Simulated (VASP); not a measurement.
Set up this calculation in VASP 6.6.1, as the native input.

| Item | Value |
| --- | --- |
| Task | single point |
| Functional | PBEsol |
| Potentials or basis | VASP PAW PBE potentials, release 64 (Si, C) |
| Cutoff | 520 eV |
| k mesh | 12 × 12 × 12 |
| Occupations | gaussian, width 0.05 eV |
| Spin | no spin polarisation |
| Dipole correction | no |
| Further INCAR settings | ALGO = Normal; EDIFF = 1e-06; NBANDS = 11 |

The structure of SiC lies in POSCAR:

```
SiC
1.0
    0.0000000000      2.2146453318      2.2146453318
    2.2146453318      0.0000000000      2.2146453318
    2.1854120135      2.1854120135      0.0292333184
Si C
1 1
Direct
    0.0000000000      0.0000000000      0.0000000000
    0.7500000000      0.7500000000      0.7500000000
```

These files were run (other wordings do the same):

INCAR

```
PREC = Accurate
ENCUT = 520
EDIFF = 1E-6
ISMEAR = 0
SIGMA = 0.05
LREAL = False
LASPH = True
NELM = 80
ALGO = Normal
ISIF = 2
LWAVE = False
LCHARG = True
GGA = PS
LELF = True
LVHAR = True
NBANDS = 11
```

KPOINTS

```
regular mesh
0
Gamma
  12 12 12
```

Potentials or basis: VASP PAW PBE potentials, release 64 (Si, C).

The run is started by

```sh
$ cat potpaw_PBE.64/Si/POTCAR potpaw_PBE.64/C/POTCAR > POTCAR
$ mpirun -np 1 vasp_std > vasp.out
```

It gave:

```yaml
Pressure: -5.7 GPa
Largest_force: 0.183 eV/Å
Band_gap_on_the_k_mesh: 1.18 eV, indirect (least direct gap 4.30 eV)
```

Caveat: the PAW data sets were made with another functional, which shifts forces and pressure a little.

It took 38 s on 1 thread of Intel Xeon 8259CL, with other jobs on the host, peak memory 0.16 GiB.
